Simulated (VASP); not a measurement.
# TePb (Fm-3m) in VASP: single point with PBE

Aim: the single point of TePb with PBE.

Everything below comes from runs of VASP 6.6.1. Logs are shortened: lines on timing, memory, paths and dates and some standing lists are left out, and cuts for length are marked.

### 1 The cell of the first run

The structure is cubic, space group Fm-3m (No. 225). Conventional cell: a = 6.572 Å, b = 6.572 Å, c = 6.572 Å, α = 90.00°, β = 90.00°, γ = 90.00°. Within 4.3 Å of Te (site symmetry m-3m) lie 6 Pb at 3.29 Å. Pb (site symmetry m-3m) has 6 Te at 3.29 Å within 4.3 Å.

### 2 Single point, PBE, non-collinear spin, zero start, spin-orbit coupling

Contents of INCAR:

```
SYSTEM = TePb
ALGO = Normal
EDIFF = 1E-7
ENCUT = 520
GGA = PE
GGA_COMPAT = .FALSE.
ISIF = 2
ISMEAR = -1
LASPH = .TRUE.
LCHARG = .FALSE.
LNONCOLLINEAR = .TRUE.
LORBIT = 11
LORBMOM = .TRUE.
LREAL = .FALSE.
LSORBIT = .TRUE.
LWAVE = .FALSE.
MAGMOM = 0 0 0 0 0 0
NBANDS = 32
NELM = 150
PREC = Accurate
SIGMA = 0.05
```

Contents of KPOINTS:

```
k-points
0
G
  11 11 11
  0 0 0
```

Contents of POSCAR:

```
TePb
1.0
    0.0000000000      3.2859177892      3.2859177892
    3.2859177892      0.0000000000      3.2859177892
    3.2859177892      3.2859177892      0.0000000000
Te Pb
1 1
Direct
    0.5000000000      0.5000000000      0.5000000000
    0.0000000000      0.0000000000      0.0000000000
```

Potentials or basis: VASP PAW PBE potentials, release 64 (Te, Pb_d).

On the command line:

```
$ cat potpaw_PBE.64/Te/POTCAR potpaw_PBE.64/Pb_d/POTCAR > POTCAR
$ mpirun -np 1 vasp_ncl > vasp.out
```

OUTCAR:

```text
SYSTEM = TePb
   EDIFF = 1E-7
   ENCUT = 520
   GGA = PE
   ISIF = 2
   ISMEAR = -1
   LASPH = .TRUE.
   LNONCOLLINEAR = .TRUE.
   LORBIT = 11
   LREAL = .FALSE.
   LSORBIT = .TRUE.
   NELM = 150
   PREC = Accurate

 ion  position               nearest neighbor table
   1  0.500  0.500  0.500-   2 3.29   2 3.29   2 3.29   2 3.29   2 3.29   2 3.29
   2  0.000  0.000  0.000-   1 3.29   1 3.29   1 3.29   1 3.29   1 3.29   1 3.29

  LATTYP: Found a face centered cubic cell.
 ALAT       =     6.5718355784

  Lattice vectors:

 A1 = (   0.0000000000,   3.2859177892,   3.2859177892)
 A2 = (   3.2859177892,   0.0000000000,   3.2859177892)
 A3 = (   3.2859177892,   3.2859177892,   0.0000000000)

Analysis of symmetry for initial positions (statically):
=====================================================================
 Subroutine PRICEL returns:
 Original cell was already a primitive cell.

 Routine SETGRP: Setting up the symmetry group for a
 face centered cubic supercell.

 Subroutine GETGRP returns: Found 48 space group operations
 (whereof 48 operations were pure point group operations)
 out of a pool of 48 trial point group operations.

The static configuration has the point symmetry O_h .

Analysis of symmetry for dynamics (positions and initial velocities):
=====================================================================
 Subroutine PRICEL returns:
 Original cell was already a primitive cell.

 Routine SETGRP: Setting up the symmetry group for a
 face centered cubic supercell.

 Subroutine GETGRP returns: Found 48 space group operations
 (whereof 48 operations were pure point group operations)
 out of a pool of 48 trial point group operations.

The dynamic configuration has the point symmetry O_h .

Analysis of structural, dynamic, and magnetic symmetry:
=====================================================================
 Subroutine PRICEL returns:
 Original cell was already a primitive cell.

 Routine SETGRP: Setting up the symmetry group for a
 face centered cubic supercell.

 Subroutine GETGRP returns: Found 48 space group operations
 (whereof 48 operations were pure point group operations)
 out of a pool of 48 trial point group operations.

The overall configuration has the point symmetry O_h .

 Subroutine INISYM returns: Found 48 space group operations
 (whereof 48 operations are pure point group operations),
 and found     1 'primitive' translations

----------------------------------------------------------------------------------------

                                     Primitive cell

  volume of cell :      70.9578

  direct lattice vectors                    reciprocal lattice vectors
     0.000000000  3.285917789  3.285917789    -0.152164489  0.152164489  0.152164489
     3.285917789  0.000000000  3.285917789     0.152164489 -0.152164489  0.152164489
     3.285917789  3.285917789  0.000000000     0.152164489  0.152164489 -0.152164489

  length of vectors
     4.646989502  4.646989502  4.646989502     0.263556625  0.263556625  0.263556625

  position of ions in fractional coordinates (direct lattice)
     0.500000000  0.500000000  0.500000000
     0.000000000  0.000000000  0.000000000

  ion indices of the primitive-cell ions
   primitive index   ion index
                 1           1
                 2           2

----------------------------------------------------------------------------------------

 KPOINTS: k-points

Automatic generation of k-mesh.
 Grid dimensions read from file:
 generate k-points for:   11   11   11

 Generating k-lattice:

  Cartesian coordinates                     Fractional coordinates (reciprocal lattice)
    -0.013833135  0.013833135  0.013833135     0.090909091  0.000000000  0.000000000
     0.013833135 -0.013833135  0.013833135     0.000000000  0.090909091  0.000000000
     0.013833135  0.013833135 -0.013833135     0.000000000  0.000000000  0.090909091

  Length of vectors
     0.023959693  0.023959693  0.023959693

  Shift w.r.t. Gamma in fractional coordinates (k-lattice)
     0.000000000  0.000000000  0.000000000

 Subroutine IBZKPT returns following result:
 ===========================================

 Found     56 irreducible k-points:

 Following reciprocal coordinates:
            Coordinates               Weight
  0.000000  0.000000  0.000000      1.000000
  0.090909  0.000000  0.000000      8.000000
  0.181818  0.000000  0.000000      8.000000
  0.272727  0.000000  0.000000      8.000000
  0.363636  0.000000  0.000000      8.000000
  0.454545  0.000000  0.000000      8.000000
[... 16 lines left out ...]
 -0.272727  0.181818  0.000000     24.000000
 -0.181818  0.181818  0.000000     12.000000
 [... further k-points ...]
   k-points           NKPTS =     56   k-points in BZ     NKDIM =     56   number of bands    NBANDS=     32
[... 22 lines left out ...]
   NFREE  =      0    steps in history (QN), initial steepest desc. (CG)
   ISIF   =      2    stress and relaxation
   ISYM   =      2    0-nonsym 1-usesym 2-fastsym
   POTIM  = 0.5000    time-step for ionic-motion
   TEBEG  =    0.0;   TEEND  =   0.0 temperature during run
   PSTRESS=    0.0 pullay stress
   NELECT =      20.0000    total number of electrons
   NUPDOWN=      -1.0000    fix difference up-down
   EMIN   =  10.00;   EMAX   =-10.00  energy-range for DOS
   EFERMI =   0.00;   METHOD = LEGACY
   ISMEAR =    -1;   SIGMA  =   0.05  broadening in eV -4-tet -1-fermi 0-gaus
   EFERMI_NEDOS =   21; number of points for ismear=-14 and -15
   IALGO  =     38    algorithm
   IMIX   =      4    mixing-type and parameters
     AMIX     =   0.40;   BMIX     =  1.00
     AMIX_MAG =   1.60;   BMIX_MAG =  1.00
  volume/ion in A,a.u.               =      35.48       239.42
  Fermi-wavevector in a.u.,A,eV,Ry     =   1.073375  2.028385 15.675733  1.152134
  Thomas-Fermi vector in A             =   2.209173
   LORBIT       =     11    0 simple, 1 ext, 2 COOP (PROOUT), +10 PAW based schemes
   GGA     = PE    functional components
   LHFCALC =     F    Hartree Fock is set to
   AEXX    =    0.0000 exact exchange contribution
   IVDW    =     0    specifies the selected vdW correction
   LEPSILON=     F    determine dielectric tensor
   LRPA    =     F    only Hartree local field effects (RPA)
  energy-cutoff  :      520.00
  volume of cell :       70.96
 maximum number of plane-waves:      3852
   NGX = 17   NGY = 17   NGZ = 17

 number of electron      20.0000000 magnetization       0.0000000      0.0000000      0.0000000

 number of electron      19.9999999 magnetization      -0.0000000     -0.0000000     -0.0000000

 number of electron      19.9999999 magnetization       0.0000000     -0.0000000      0.0000000

 number of electron      19.9999999 magnetization      -0.0000000      0.0000000     -0.0000000

 Free energy of the ion-electron system (eV)
  ---------------------------------------------------
  ext. energy  EPLUGINS =         0.00000000
  ---------------------------------------------------
  free energy    TOTEN  =        -8.05597244 eV

  energy without entropy =       -8.05549407  energy(sigma->0) =       -8.05573325

 E-fermi :   5.1543     XC(G=0):  -9.0668

 val. band max:        5.0020699120   @ k =   0.4545   0.0000   0.0000
 cond. band min:       5.2674584120   @ k =   0.4545   0.0000   0.0000
 fundamental gap:      0.2653885000
 Fermi energy:         5.1542749656

 k-point     1 :       0.0000    0.0000    0.0000
  band No.  band energies     occupation
      1     -13.0808      1.00000
      2     -13.0808      1.00000
      3     -13.0808      1.00000
      4     -13.0808      1.00000
      5     -10.5243      1.00000
      6     -10.5243      1.00000
[... 829 lines left out ...]
     31      13.4119      0.00000
     32      13.4119      0.00000

 [... further k-points ...]
[... 5 lines left out ...]
  --------------------------------------------------------------------------------------
  -------------------------------------------------------------------------------------
  Total       -0.0512753     -0.0512753     -0.0512753     -0.0000000      0.0000000     -0.0000000
  in kB       -1.1577614     -1.1577614     -1.1577614     -0.0000000      0.0000000     -0.0000000
  external PRESSURE =      -1.1577614 kB  Pullay stress =       0.0000000 kB

 VOLUME and BASIS-vectors are now :
 -----------------------------------------------------------------------------
  energy-cutoff  :      520.00
  volume of cell :       70.96
      direct lattice vectors                 reciprocal lattice vectors
     0.000000000  3.285917789  3.285917789    -0.152164489  0.152164489  0.152164489
     3.285917789  0.000000000  3.285917789     0.152164489 -0.152164489  0.152164489
     3.285917789  3.285917789  0.000000000     0.152164489  0.152164489 -0.152164489

 POSITION                                       TOTAL-FORCE (eV/Angst)
 -----------------------------------------------------------------------------------
      3.28592      3.28592      3.28592         0.000000     -0.000000      0.000000
      0.00000      0.00000      0.00000        -0.000000      0.000000     -0.000000
 -----------------------------------------------------------------------------------
    total drift:                               -0.000000      0.000000      0.000000

  FREE ENERGIE OF THE ION-ELECTRON SYSTEM (eV)
  ---------------------------------------------------
  free  energy   TOTEN  =        -8.0559724361 eV

  energy  without entropy=       -8.0554940678  energy(sigma->0) =       -8.05573325

 orbital moment (x)

 # of ion     p       d       tot
 ----------------------------------------
  1         0.000  -0.000  -0.000
  2         0.000   0.000   0.000
 ----------------------------------------
            0.000   0.000   0.000

 orbital moment (y)

 # of ion     p       d       tot
 ----------------------------------------
  1         0.000   0.000   0.000
  2         0.000  -0.000  -0.000
 ----------------------------------------
            0.000  -0.000  -0.000

 orbital moment (z)

 # of ion     p       d       tot
 ----------------------------------------
  1         0.000   0.000   0.000
  2         0.000   0.000   0.000
 ----------------------------------------
            0.000   0.000   0.000

 Spin-Orbit-Coupling matrix elements

 Ion:    1  E_soc:     -0.2195303
 l=   1
     0.0000000    -0.0366262    -0.0366262
    -0.0366262     0.0000000    -0.0366262
    -0.0366262    -0.0366262     0.0000000
 l=   2
     0.0000000    -0.0000087     0.0000000    -0.0000087     0.0000465
    -0.0000087     0.0000000     0.0000349    -0.0000087     0.0000116
     0.0000000     0.0000349     0.0000000     0.0000349     0.0000000
    -0.0000087    -0.0000087     0.0000349     0.0000000     0.0000116
     0.0000465     0.0000116     0.0000000     0.0000116     0.0000000
 l=   3
     0.0000000     0.0000000     0.0000000     0.0000000     0.0000000     0.0000000     0.0000000
     0.0000000     0.0000000     0.0000000     0.0000000     0.0000000     0.0000000     0.0000000
     0.0000000     0.0000000     0.0000000     0.0000000     0.0000000     0.0000000     0.0000000
     0.0000000     0.0000000     0.0000000     0.0000000     0.0000000     0.0000000     0.0000000
     0.0000000     0.0000000     0.0000000     0.0000000     0.0000000     0.0000000     0.0000000
     0.0000000     0.0000000     0.0000000     0.0000000     0.0000000     0.0000000     0.0000000
     0.0000000     0.0000000     0.0000000     0.0000000     0.0000000     0.0000000     0.0000000

 Ion:    2  E_soc:     -0.8980602
 l=   1
     0.0000000    -0.0824914    -0.0824914
    -0.0824914     0.0000000    -0.0824914
    -0.0824914    -0.0824914     0.0000000
 l=   2
     0.0000000    -0.0134361     0.0000000    -0.0134361    -0.0537492
    -0.0134361     0.0000000    -0.0403119    -0.0134361    -0.0134373
     0.0000000    -0.0403119     0.0000000    -0.0403119     0.0000000
    -0.0134361    -0.0134361    -0.0403119     0.0000000    -0.0134373
    -0.0537492    -0.0134373     0.0000000    -0.0134373     0.0000000
 l=   3
     0.0000000     0.0000000     0.0000000     0.0000000     0.0000000     0.0000000     0.0000000
     0.0000000     0.0000000     0.0000000     0.0000000     0.0000000     0.0000000     0.0000000
     0.0000000     0.0000000     0.0000000     0.0000000     0.0000000     0.0000000     0.0000000
     0.0000000     0.0000000     0.0000000     0.0000000     0.0000000     0.0000000     0.0000000
     0.0000000     0.0000000     0.0000000     0.0000000     0.0000000     0.0000000     0.0000000
     0.0000000     0.0000000     0.0000000     0.0000000     0.0000000     0.0000000     0.0000000
     0.0000000     0.0000000     0.0000000     0.0000000     0.0000000     0.0000000     0.0000000

 total charge

# of ion       s       p       d       tot
------------------------------------------
    1        1.377   1.977   0.016   3.369
    2        1.452   0.579   9.830  11.862
--------------------------------------------------
tot          2.829   2.555   9.846  15.231

 magnetization (x)

# of ion       s       p       d       tot
------------------------------------------
    1        0.000  -0.000   0.000   0.000
    2        0.000   0.000  -0.000   0.000
--------------------------------------------------
tot          0.000   0.000  -0.000   0.000

 magnetization (y)

# of ion       s       p       d       tot
------------------------------------------
    1        0.000   0.000   0.000   0.000
    2        0.000  -0.000   0.000   0.000
--------------------------------------------------
tot          0.000  -0.000   0.000   0.000

 magnetization (z)

# of ion       s       p       d       tot
------------------------------------------
    1       -0.000   0.000   0.000  -0.000
    2       -0.000  -0.000  -0.000  -0.000
--------------------------------------------------
tot         -0.000  -0.000  -0.000  -0.000
```

Run time: 4.1 min. Hardware: 1 thread of Intel Xeon Platinum 8259CL at 2.50GHz (Skylake/Cascade Lake), shared host; peak memory 0.48 GiB.

What came out:

| Quantity | Value |
| --- | --- |
| Free energy | -8.0560 eV |
| Pressure | -0.1 GPa |
| Net moment | 0.00 μB per cell |
| Valence electrons inside the program's atomic spheres | Te 3.37; Pb 11.86 |

Moments on the atoms (μB; x, y, z):
```
Te  0.00 0.00 0.00
Pb  0.00 0.00 0.00
```

Caveat: this odd mesh misses L, where the gap lies, so gap, dielectric constants and Born charges aren't listed.
